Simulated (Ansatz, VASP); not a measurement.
## One calculation of Al2O5, two programs

```
Al O
1.0
     5.35151   -1.50940   -0.43642
     5.35151    1.50940   -0.43642
    -5.23587    0.00000    6.00333
Al O
2 5
Cartesian
  0.7134 0.0000 3.6656
  4.7538 0.0000 1.4649
  1.3422 0.0000 5.3425
  4.1249 0.0000 -0.2120
  0.0000 0.0000 0.0000
  -0.9583 0.0000 2.7701
  6.4255 0.0000 2.3604
```

Alike in both runs: functional PBE; k mesh 8 × 8 × 4; occupations gaussian, width 0.1 eV; no spin polarisation.

Ansatz relaxed the structure, and its values are those at the end. VASP's run is a single point on that final structure, the one shown.

|  | VASP | Ansatz |
| --- | --- | --- |
| version | VASP 6.6.1 | Ansatz 0.2.0 |
| potentials or method | VASP PAW PBE potentials, release 64 (Al, O), cutoff 520 eV | scalar-relativistic, plane waves, PAW |
| valence electrons in the cell | 36 | 36 |

```csv
,VASP,Ansatz,Ansatz less VASP
gap on the k mesh at the Fermi level (eV),0.72,0.72,+0.001
least direct gap on the mesh (eV),0.97,0.97,+0.006
pressure (GPa),0.0,0.0,-0.02
rms of the force components (eV/Å),0.017,0.020,+0.0034
```
